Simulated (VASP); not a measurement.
SnO, 8 atoms in the cell. It takes space group Cmce (No. 64, orthorhombic). Conventional cell: a = 5.273 Å, b = 5.489 Å, c = 9.495 Å, α = 90.00°, β = 90.00°, γ = 90.00°. Sn (site symmetry m) has 4 O at 2.22 Å within 2.9 Å. Within 2.9 Å of O (site symmetry 2) lie 4 Sn at 2.22 Å and 4 O at 2.64 to 2.74 Å.  This cell differs from its parent crystal: strain -0.0200 x Voigt [1, -1, 0, 0, 0, 0].

- Program: VASP 6.6.1
- Task: single point
- Functional: PBEsol
- Potentials or basis: VASP PAW PBE potentials, release 64 (Sn_d, O)
- Cutoff: 520 eV
- k mesh: 10 × 10 × 4
- Occupations: gaussian, width 0.15 eV
- Spin: no spin polarisation
- Dipole correction: no
- Further INCAR settings: ALGO = Fast; EDIFF = 1e-06; NBANDS = 50

Potentials or basis: VASP PAW PBE potentials, release 64 (Sn_d, O).

Launch:

```bash
$ cat potpaw_PBE.64/Sn_d/POTCAR potpaw_PBE.64/O/POTCAR > POTCAR
$ mpirun -np 1 vasp_std > vasp.out
```

Hardware: 1 thread of Oxide Virtual Turin-like Processor, on a shared host.

Q: Estimate the wall time of this run.

A: Run time: 10 min on 1 thread of Oxide Virtual Turin-like Processor, with other jobs on the host, peak memory 0.52 GiB. Counts: scf iterations 16, k points 93.
